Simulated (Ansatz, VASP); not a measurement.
Two plane-wave programs on BiB

File INCAR:

```
SYSTEM = BiB
PREC = Accurate
ENCUT = 520
EDIFF = 1E-6
ISMEAR = -1
SIGMA = 0.02
LREAL = .False.
LASPH = .True.
NELM = 80
ALGO = Normal
ISIF = 2
LWAVE = .False.
LCHARG = .True.
GGA = PE
LELF = .True.
LVHAR = .True.
NBANDS = 16
```

The input KPOINTS:

```
regular mesh
0
Gamma
  8 8 8
  0 0 0
```

POSCAR

```
BiB
1.0
    0.0000000000      2.6268329306      2.6268329306
    2.6268329306      0.0000000000      2.6268329306
    2.6268329306      2.6268329306      0.0000000000
B Bi
1 1
Direct
    0.0000000000      0.0000000000      0.0000000000
    0.5000000000      0.5000000000      0.5000000000
```

Input for Ansatz:

```yaml
crystal:
  lattice:
    - [0.0, 2.6268329306, 2.6268329306]
    - [2.6268329306, 0.0, 2.6268329306]
    - [2.6268329306, 2.6268329306, 0.0]
  atoms:
    - { symbol: B, position: [0.0, 0.0, 0.0] }
    - { symbol: Bi, position: [0.5, 0.5, 0.5] }
kpoints:
  mp_grid: { grid: [8, 8, 8] }
  band_path:
    path:
      - [[0.0, 0.0, 0.0], [0.5, -1.69727220821e-35, 0.5], [0.625, 0.25, 0.625]]
      - [[0.375, 0.375, 0.75], [0.0, 0.0, 0.0], [0.5, 0.5, 0.5], [0.5, 0.25, 0.75], [0.5, -1.69727220821e-35, 0.5]]
    npoints: 10
hamiltonian:
  xc: pbe
scf:
  occupations: { method: fermi_dirac, width: 0.02 }
  n_extra_bands: 4
output:
  forces: true
  stress: true
  eigenvalues: true
  write_density: true
  write_potential: true
  elf: true
  volumetric_format: npy
```

Alike in both runs: task single point; functional PBE; k mesh 8 × 8 × 8; occupations fermi-dirac, width 0.02 eV; no spin polarisation.

|  | VASP | Ansatz |
| --- | --- | --- |
| version | VASP 6.6.1 | Ansatz 0.2.0 |
| potentials or method | VASP PAW PBE potentials, release 64 (B, Bi_d) | plane waves, PAW |
| plane-wave cutoff (eV) | 520 | 420 |
| valence electrons in the cell | 18 | 18 |

```tsv
	VASP	Ansatz	Ansatz less VASP
pressure (GPa)	0.9	0.9	0.00
```

Spin-orbit coupling is off throughout.
